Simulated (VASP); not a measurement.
Runs of VASP 6.6.1 on SiC5. The structure is that of space group P6/mmm (No. 191), or close to it. The cells are those of the table. 

```tsv
task	spin	cell	k mesh	cutoff (eV)	gap on the mesh (eV)	pressure (GPa)	moment (μB)	relaxed volume (Å³/atom)	largest force (eV/Å)
relaxation of cell and atoms	off	relaxed from a = 2.533, b = 2.533, c = 14.270 Å, angles 90.0, 90.0, 120.0°, 6 atoms	6 × 6 × 2	600	none	0.0	-	12.67	0.02
single point	collinear, ferromagnetic start	a = 3.247, b = 3.247, c = 8.558 Å, angles 90.0, 90.0, 120.0°, 6 atoms	6 × 6 × 2	520	none	0.1	0.00	-	0.04
relaxation of cell and atoms	off	relaxed from a = 3.247, b = 3.247, c = 8.558 Å, angles 90.0, 90.0, 120.0°, 6 atoms	12 × 12 × 6	600	none	0.0	-	13.25	-
single point	collinear, ferromagnetic start	a = 2.533, b = 2.533, c = 14.270 Å, angles 90.0, 90.0, 120.0°, 6 atoms	6 × 6 × 2	520	none	-30.6	0.00	-	0.03
single point	off	a = 3.247, b = 3.247, c = 8.558 Å, angles 90.0, 90.0, 120.0°, 6 atoms	6 × 6 × 2	520	none	0.1	-	-	0.04
single point	off	a = 3.284, b = 3.284, c = 8.555 Å, angles 90.0, 90.0, 120.0°, 6 atoms	12 × 12 × 6	520	none	-0.1	-	-	(a)
single point	off	a = 2.533, b = 2.533, c = 14.270 Å, angles 90.0, 90.0, 120.0°, 6 atoms	6 × 6 × 2	520	none	-30.6	-	-	0.03
```

Alike in all rows: level PBE; potentials or basis VASP PAW PBE potentials, release 64 (Si, C); smearing gaussian 0.1 eV.

**Question.** Estimate the missing entries.

**Answer.** (a) 0.05.

Caveats: some runs use coarse meshes.

A gap of «none» marks levels without a gap at the run's occupations.
